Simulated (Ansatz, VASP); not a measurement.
Sn in VASP and in Ansatz

```
Sn
1.0
     0.00000    3.23334    3.23334
     3.23334    0.00000    3.23334
     3.23334    3.23334    0.00000
Sn
2
Direct
  0.75000 0.75000 0.75000
  0.50000 0.50000 0.50000
```

Alike in both runs: task single point; functional PBE; k mesh 5 × 5 × 5; occupations fermi-dirac, width 0.03 eV; no spin polarisation.

```csv
,VASP,Ansatz
version,VASP 6.6.1,Ansatz 0.2.0
potentials or method,"VASP PAW PBE potentials, release 64 (Sn_d), cutoff 500 eV","all-electron LAPW, scalar-relativistic"
```

```tsv
	VASP	Ansatz	Ansatz less VASP
gap on the k mesh at the Fermi level (eV)	none	none	-
pressure (GPa)	4.0	4.0	+0.06
```

A gap of «none» marks a metal or a gap that the smearing closes. Ansatz ran all-electron here, and VASP with PAW potentials.

Noted on Ansatz's run: the k mesh is thin for a metal, which can move the energy by tens of meV per atom.
